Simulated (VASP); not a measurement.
Set up this calculation in VASP 6.6.1, as the native input.

```
Task                   : single point
Functional             : LDA
Potentials or basis    : VASP PAW LDA potentials, release 64 (Pb_d, Se)
Cutoff                 : 520 eV
k mesh                 : 7 × 7 × 7
Occupations            : fermi-dirac, width 0.05 eV
Spin                   : no spin polarisation
Dipole correction      : no
Further INCAR settings : ALGO = Normal; EDIFF = 1e-06; NBANDS = 17
```

The structure of PbSe lies in POSCAR:

```
PbSe
1.0
    3.8585432354      0.0000000000      0.0000000000
    0.0000000000      3.8585432354      0.0000000000
    0.0000000000      0.0000000000      3.8585432354
Pb Se
1 1
Direct
    0.0000000000      0.0000000000      0.0000000000
    0.5000000000      0.5000000000      0.5000000000
```

This cell differs from its parent crystal: volume scaled by 1.06.

These files were run (other wordings do the same):

INCAR

```
SYSTEM = PbSe
PREC = Accurate
ENCUT = 520
EDIFF = 1E-6
ISMEAR = -1
SIGMA = 0.05
LREAL = .False.
LASPH = .True.
NELM = 60
ALGO = Normal
ISIF = 2
LWAVE = .False.
LCHARG = .False.
GGA = CA
NBANDS = 17
```

KPOINTS

```
regular mesh
0
Gamma
  7 7 7
  0 0 0
```

Potentials or basis: VASP PAW LDA potentials, release 64 (Pb_d, Se).

Command:

```sh
$ cat potpaw_LDA.64/Pb_d/POTCAR potpaw_LDA.64/Se/POTCAR > POTCAR
$ mpirun -np 1 vasp_std > vasp.out
```

It gave:

```yaml
Pressure: -6.8 GPa
Band_gap_on_the_k_mesh: zero (band 10 reaches 4.57 eV, above the bottom of band 11 at 4.47 eV)
```

Caveat: spin-orbit coupling is left out, which moves the levels of the heavy elements.

Wall time 33 s on 1 thread of Intel Xeon 8259CL, on a shared host, peak memory 0.16 GiB.
